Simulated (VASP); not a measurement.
Input of a VASP 6.6.1 run:

The input INCAR:

```
SYSTEM = Ba
ALGO = Normal ; EDIFF = 1E-6
ENCUT = 500 ; GGA = PS
GGA_COMPAT = .False. ; ISIF = 2
ISMEAR = 0 ; LASPH = .True.
LCHARG = .False. ; LREAL = .False.
LWAVE = .False. ; NBANDS = 17
NELM = 120 ; PREC = Accurate
SIGMA = 0.1
```

File KPOINTS:

```
k-points
0
Gamma
  6 6 4
  0 0 0
```

File POSCAR:

```
Ba
1.0
    4.6553555316      0.0000000000      0.0000000000
   -2.3276777658      4.0316561539      0.0000000000
    0.0000000000      0.0000000000      7.5558885731
Ba
2
Direct
    0.3333333333      0.6666666667      0.2500000000
    0.6666666667      0.3333333333      0.7500000000
```

Potentials or basis: VASP PAW PBE potentials, release 64 (Ba_sv).

The run is started by

```console
$ cat potpaw_PBE.64/Ba_sv/POTCAR > POTCAR
$ mpirun -np 1 vasp_std > vasp.out
```

Q: What does it give for the pressure?

A: -1.3 GPa.

Q: What does it give for the band gap on the k mesh?

A: Zero (bands 10 and 11 overlap by 0.22 eV).

Stress tensor (GPa, compression positive):
```
-1.35  0.00  0.00
 0.00 -1.35  0.00
 0.00  0.00 -1.15
```

Caveat: the PAW data sets were made with another functional, which shifts forces and pressure a little; spin-orbit coupling is left out, which moves the levels of the heavy elements.
